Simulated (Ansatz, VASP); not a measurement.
Yb: VASP beside Ansatz

```xyz
1
Lattice="-2.0532 2.0532 2.0532 2.0532 -2.0532 2.0532 2.0532 2.0532 -2.0532" Properties=species:S:1:pos:R:3 pbc="T T T"
Yb    0.0000    0.0000    0.0000
```

Alike in both runs: functional PBE; k mesh 14 × 14 × 14; occupations fermi-dirac, width 0.08 eV; no spin polarisation.

Ansatz relaxed the structure, and its values are those at the end. VASP's run is a single point on that final structure, the one shown.

|  | VASP | Ansatz |
| --- | --- | --- |
| version | VASP 6.6.1 | Ansatz 0.2.0 |
| potentials or method | VASP PAW PBE potentials, release 64 (Yb) | PAW with Ansatz's default frozen-core files, scalar-relativistic |
| plane-wave cutoff (eV) | 520 | 420 |
| valence electrons in the cell | 24 | 24 |

|  | VASP | Ansatz | Ansatz less VASP |
| --- | --- | --- | --- |
| pressure (GPa) | -0.5 | 0.0 | +0.52 |

With one functional, cell and mesh, what is left measures potentials, basis and numerics.

Spin-orbit coupling is off throughout.
